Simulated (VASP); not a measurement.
# CdSe (Cadmoselite) (P6_3mc) in VASP: vibrations by perturbation theory with PBEsol

Aim: the vibrations by perturbation theory of CdSe (Cadmoselite) with PBEsol.

All numbers are computed with VASP 6.6.1; they aren't measurements. Logs are shortened: lines on timing, memory, paths and dates and some standing lists are left out, and cuts for length are marked.

## 1. The cell of the first run

The structure is hexagonal, space group P6_3mc (No. 186). The conventional cell has a = 4.279 Å, b = 4.279 Å, c = 6.987 Å, α = 90.00°, β = 90.00°, γ = 120.00°. Within 3.5 Å of Cd (site symmetry 3m) lie 4 Se at 2.62 Å. Se (site symmetry 3m) has 4 Cd at 2.62 Å within 3.5 Å.

## 2. Vibrations by perturbation theory, PBEsol (volume scaled by 0.985)

INCAR reads:

```
PREC = Accurate
ENCUT = 520
EDIFF = 1E-8
ISMEAR = 0
SIGMA = 0.01
LREAL = False
LASPH = True
NELM = 60
ALGO = Normal
ISIF = 2
LWAVE = False
LCHARG = False
GGA = PS
NBANDS = 26
IBRION = 8
NSW = 1
```

KPOINTS reads:

```
regular mesh
0
Gamma
  6 6 4
```

POSCAR reads:

```
CdSe
1.0
    4.2794622328      0.0000000000      0.0000000000
   -2.1397311164      3.7061230081      0.0000000000
    0.0000000000      0.0000000000      6.9866926313
Cd Se
2 2
Direct
    0.3333333333      0.6666666667      0.0047210952
    0.6666666667      0.3333333333      0.5047210952
    0.3333333333      0.6666666667      0.3802789048
    0.6666666667      0.3333333333      0.8802789048
```

Potentials or basis: VASP PAW PBE potentials, release 64 (Cd, Se).

Run with:

```
cat potpaw_PBE.64/Cd/POTCAR potpaw_PBE.64/Se/POTCAR > POTCAR
mpirun -np 1 vasp_std > vasp.out
```

OUTCAR:

```text
PREC = Accurate
   ENCUT = 520
   EDIFF = 1E-8
   ISMEAR = 0
   LREAL = False
   LASPH = True
   NELM = 60
   ISIF = 2
   GGA = PS
   IBRION = 8
   NSW = 1

 ion  position               nearest neighbor table
   1  0.333  0.667  0.005-   4 2.62   4 2.62   4 2.62   3 2.62
   2  0.667  0.333  0.505-   3 2.62   3 2.62   3 2.62   4 2.62
   3  0.333  0.667  0.380-   2 2.62   2 2.62   2 2.62   1 2.62
   4  0.667  0.333  0.880-   1 2.62   1 2.62   1 2.62   2 2.62

  LATTYP: Found a hexagonal cell.
 ALAT       =     4.2794622328
 C/A-ratio  =     1.6326099522

  Lattice vectors:

 A1 = (   4.2794622328,   0.0000000000,   0.0000000000)
 A2 = (  -2.1397311164,   3.7061230081,   0.0000000000)
 A3 = (   0.0000000000,   0.0000000000,   6.9866926313)

Analysis of symmetry for initial positions (statically):
=====================================================================
 Subroutine PRICEL returns:
 Original cell was already a primitive cell.

 Routine SETGRP: Setting up the symmetry group for a
 hexagonal supercell.

 Subroutine GETGRP returns: Found 12 space group operations
 (whereof  6 operations were pure point group operations)
 out of a pool of 24 trial point group operations.

The static configuration has the point symmetry C_3v.
 The point group associated with its full space group is C_6v.

Analysis of symmetry for dynamics (positions and initial velocities):
=====================================================================
 Subroutine PRICEL returns:
 Original cell was already a primitive cell.

 Routine SETGRP: Setting up the symmetry group for a
 hexagonal supercell.

 Subroutine GETGRP returns: Found 12 space group operations
 (whereof  6 operations were pure point group operations)
 out of a pool of 24 trial point group operations.

The dynamic configuration has the point symmetry C_3v.
 The point group associated with its full space group is C_6v.

 Subroutine INISYM returns: Found 12 space group operations
 (whereof  6 operations are pure point group operations),
 and found     1 'primitive' translations

----------------------------------------------------------------------------------------

                                     Primitive cell

  volume of cell :     110.8104

  direct lattice vectors                    reciprocal lattice vectors
     4.279462233  0.000000000  0.000000000     0.233674220  0.134911874  0.000000000
    -2.139731116  3.706123008  0.000000000     0.000000000  0.269823748  0.000000000
     0.000000000  0.000000000  6.986692631     0.000000000  0.000000000  0.143129239

  length of vectors
     4.279462233  4.279462233  6.986692631     0.269823748  0.269823748  0.143129239

  position of ions in fractional coordinates (direct lattice)
     0.333333333  0.666666667  0.004721095
     0.666666667  0.333333333  0.504721095
     0.333333333  0.666666667  0.380278905
     0.666666667  0.333333333  0.880278905

  ion indices of the primitive-cell ions
   primitive index   ion index
                 1           1
                 2           2
                 3           3
                 4           4

----------------------------------------------------------------------------------------

 KPOINTS: regular mesh

Automatic generation of k-mesh.
 Grid dimensions read from file:
 generate k-points for:    6    6    4

 Generating k-lattice:

  Cartesian coordinates                     Fractional coordinates (reciprocal lattice)
     0.038945703  0.022485312  0.000000000     0.166666667 -0.000000000  0.000000000
     0.000000000  0.044970625  0.000000000     0.000000000  0.166666667  0.000000000
     0.000000000  0.000000000  0.035782310     0.000000000  0.000000000  0.250000000

  Length of vectors
     0.044970625  0.044970625  0.035782310

  Shift w.r.t. Gamma in fractional coordinates (k-lattice)
     0.000000000  0.000000000  0.000000000

[... 62 lines left out ...]
   EFERMI_NEDOS =   21; number of points for ismear=-14 and -15
   IALGO  =     38    algorithm
   IMIX   =      4    mixing-type and parameters
     AMIX     =   0.40;   BMIX     =  1.00
     AMIX_MAG =   1.60;   BMIX_MAG =  1.00
  volume/ion in A,a.u.               =      27.70       186.95
  Fermi-wavevector in a.u.,A,eV,Ry     =   1.125422  2.126739 17.232798  1.266575
  Thomas-Fermi vector in A             =   2.262099
   LORBIT       =      0    0 simple, 1 ext, 2 COOP (PROOUT), +10 PAW based schemes
   GGA     = PS    functional components
   LHFCALC =     F    Hartree Fock is set to
   AEXX    =    0.0000 exact exchange contribution
   IVDW    =     0    specifies the selected vdW correction
   LEPSILON=     F    determine dielectric tensor
   LRPA    =     F    only Hartree local field effects (RPA)
 non-spin polarized calculation
 Gauss-broadening in eV      SIGMA  =   0.01
  energy-cutoff  :      520.00
  volume of cell :      110.81
 maximum number of plane-waves:      3012
 NGX is ok and might be reduce to    32
   NGX = 15   NGY = 15   NGZ = 25

--------------------------------------- Ionic step        1  -------------------------------------------

 number of electron      35.9999999 magnetization

 Free energy of the ion-electron system (eV)
  ---------------------------------------------------
  ext. energy  EPLUGINS =         0.00000000
  ---------------------------------------------------
  free energy    TOTEN  =       -12.33842092 eV

  energy without entropy =      -12.33842092  energy(sigma->0) =      -12.33842092

 E-fermi :   1.0507     XC(G=0):  -9.1605

 val. band max:        0.9425787981   @ k =   0.0000   0.0000   0.0000
 cond. band min:       1.5131428807   @ k =   0.0000   0.0000   0.0000
 fundamental gap:      0.5705640826
 Fermi energy:         1.0507163777

 k-point     1 :       0.0000    0.0000    0.0000
  band No.  band energies     occupation
      1     -11.7777      2.00000
      2     -11.3783      2.00000
      3      -7.0223      2.00000
      4      -7.0140      2.00000
      5      -7.0140      2.00000
      6      -6.9424      2.00000
[... 598 lines left out ...]
     25       9.7116      0.00000
     26       9.7126      0.00000

------------------------ aborting loop because EDIFF is reached ----------------------------------------

  FORCE on cell =-STRESS in cart. coord.  units (eV):
  Direction    XX          YY          ZZ          XY          YZ          ZX
  --------------------------------------------------------------------------------------
  -------------------------------------------------------------------------------------
  Total        0.8334240      0.8334240      0.8173272      0.0000000      0.0000000      0.0000000
  in kB       12.0502462     12.0502462     11.8175071      0.0000000      0.0000000      0.0000000
  external PRESSURE =      11.9726665 kB  Pullay stress =       0.0000000 kB

 VOLUME and BASIS-vectors are now :
 -----------------------------------------------------------------------------
  energy-cutoff  :      520.00
  volume of cell :      110.81
      direct lattice vectors                 reciprocal lattice vectors
     4.279462233  0.000000000  0.000000000     0.233674220  0.134911874  0.000000000
    -2.139731116  3.706123008  0.000000000     0.000000000  0.269823748  0.000000000
     0.000000000  0.000000000  6.986692631     0.000000000  0.000000000  0.143129239

 POSITION                                       TOTAL-FORCE (eV/Angst)
 -----------------------------------------------------------------------------------
     -0.00000      2.47075      0.03298         0.000000     -0.000000      0.001474
      2.13973      1.23537      3.52633        -0.000000      0.000000      0.001474
     -0.00000      2.47075      2.65689         0.000000      0.000000     -0.001474
      2.13973      1.23537      6.15024         0.000000     -0.000000     -0.001474
 -----------------------------------------------------------------------------------
    total drift:                               -0.000000     -0.000000      0.000020

  FREE ENERGIE OF THE ION-ELECTRON SYSTEM (eV)
  ---------------------------------------------------
  free  energy   TOTEN  =       -12.3384209161 eV

  energy  without entropy=      -12.3384209161  energy(sigma->0) =      -12.33842092

[... ionic steps 2 to 9 ...]

--------------------------------------- Ionic step       10  -------------------------------------------

------------------------ aborting loop because EDIFF is reached ----------------------------------------

[... ionic steps 11 to 11 ...]

--------------------------------------- Ionic step       12  -------------------------------------------

 Free energy of the ion-electron system (eV)
  ---------------------------------------------------
  ---------------------------------------------------
  free energy    TOTEN  =        -0.09754726 eV

  energy without entropy =       -0.09754726

------------------------ aborting loop because EDIFF is reached ----------------------------------------

 INTERNAL STRAIN TENSOR  FOR ION    3  DIRECTION 3   (eV/Angst):
 -----------------------------------------------------------------------------
     4.14470  0.00000  0.00000
    -0.00000  4.14470 -0.00000
     0.00000  0.00000 -7.95003

 INTERNAL STRAIN TENSOR FOR ION    4 for displacements in x,y,z  (eV/Angst):
          X           Y           Z          XY          YZ          ZX
  --------------------------------------------------------------------------------
  x    -0.00000    -0.00000     0.00000     6.91447     0.00000     4.31845
  y     6.91447    -6.91447     0.00000     0.00000     3.96091    -0.00000
  z     4.14470     4.14470    -7.95003     0.00000     0.00000     0.00000

 SECOND DERIVATIVES (NOT SYMMETRIZED)
 ------------------------------------
               1X          1Y          1Z          2X          2Y          2Z          3X          3Y          3Z          4X          4Y          4Z
  1X    -5.139251    0.000000   -0.000000   -0.157623   -0.000000    0.000000    0.044779   -0.000000    0.000000    5.252095    0.000000   -0.000000
  1Y     0.000000   -5.139251    0.000000    0.000000   -0.157623    0.000000    0.000000    0.044779    0.000000   -0.000000    5.252095    0.000000
  1Z     0.000000   -0.000000   -6.375149    0.000000    0.000000    1.317715    0.000000   -0.000000    3.890612    0.000000    0.000000    1.166822
  2X    -0.157623   -0.000000   -0.000000   -5.139251    0.000000    0.000000    5.252095    0.000000    0.000000    0.044779    0.000000   -0.000000
  2Y    -0.000000   -0.157623   -0.000000    0.000000   -5.139251   -0.000000   -0.000000    5.252095    0.000000    0.000000    0.044779   -0.000000
  2Z    -0.000000    0.000000    1.317715    0.000000    0.000000   -6.375149    0.000000   -0.000000    1.166822   -0.000000    0.000000    3.890612
  3X     0.049283    0.000000    0.000000    5.255591    0.000000    0.000000   -5.715648    0.000000    0.000000    0.410773    0.000000   -0.000000
  3Y    -0.000000    0.049283    0.000000    0.000000    5.255591    0.000000    0.000000   -5.715648    0.000000    0.000000    0.410773    0.000000
  3Z    -0.000000   -0.000000    3.886715    0.000000    0.000000    1.176164    0.000000   -0.000000   -7.334004    0.000000   -0.000000    2.271124
  4X     5.255591   -0.000000   -0.000000    0.049283    0.000000    0.000000    0.410773    0.000000    0.000000   -5.715648    0.000000   -0.000000
  4Y     0.000000    5.255591    0.000000   -0.000000    0.049283   -0.000000    0.000000    0.410773    0.000000    0.000000   -5.715648   -0.000000
  4Z     0.000000   -0.000000    1.176164    0.000000    0.000000    3.886715   -0.000000    0.000000    2.271124    0.000000    0.000000   -7.334004

 Eigenvectors and eigenvalues of the dynamical matrix
 ----------------------------------------------------

   1 f  =    5.728672 THz    35.994307 2PiTHz  191.087926 cm-1    23.691873 meV
             X         Y         Z           dx          dy          dz
     -0.000000  2.470749  0.032985    -0.000000    0.000000    0.283706
      2.139731  1.235374  3.526331     0.000000   -0.000000   -0.283706
     -0.000000  2.470749  2.656892    -0.000000    0.000000   -0.647697
      2.139731  1.235374  6.150238     0.000000   -0.000000    0.647697
[... 71 lines left out ...]
  12 f/i=    0.001963 THz     0.012335 2PiTHz    0.065485 cm-1     0.008119 meV
             X         Y         Z           dx          dy          dz
     -0.000000  2.470749  0.032985    -0.253227    0.479331   -0.000000
      2.139731  1.235374  3.526331    -0.253227    0.479331   -0.000000
     -0.000000  2.470749  2.656892    -0.212071    0.401427   -0.000000
      2.139731  1.235374  6.150238    -0.212071    0.401427   -0.000000

--------------------------------------------------------------------------------------------------------

 ELASTIC MODULI CONTR FROM IONIC RELAXATION (kBar)
 Direction    XX          YY          ZZ          XY          YZ          ZX
 --------------------------------------------------------------------------------
 XX        -324.2414    128.1018    188.2326     -0.0000      0.0000     -0.0000
 YY         128.1018   -324.2414    188.2326      0.0000     -0.0000      0.0000
 ZZ         188.2326    188.2326   -361.2887     -0.0000      0.0000     -0.0000
 XY          -0.0000      0.0000     -0.0000   -226.1716     -0.0000      0.0000
 YZ           0.0000     -0.0000      0.0000     -0.0000    -91.8078     -0.0000
 ZX          -0.0000      0.0000     -0.0000     -0.0000     -0.0000    -97.6035
 --------------------------------------------------------------------------------
```

Run time: 11 min. Hardware: 1 thread of Intel Xeon 6975P-C, shared host; peak memory 0.59 GiB.

What came out:

```
Highest phonon frequency at Γ, LO-TO splitting left out : 191 cm⁻¹
```

Phonon frequencies in cm⁻¹ (negative: imaginary):
| q point | frequencies |
| --- | --- |
| (0.000, 0.000, 0.000) | 0 0 0 30 30 123 172 176 176 180 180 191 |

Caveat: the cell wasn't relaxed at this level first, which shifts response properties; the PAW data sets were made with another functional, which shifts forces and pressure a little.
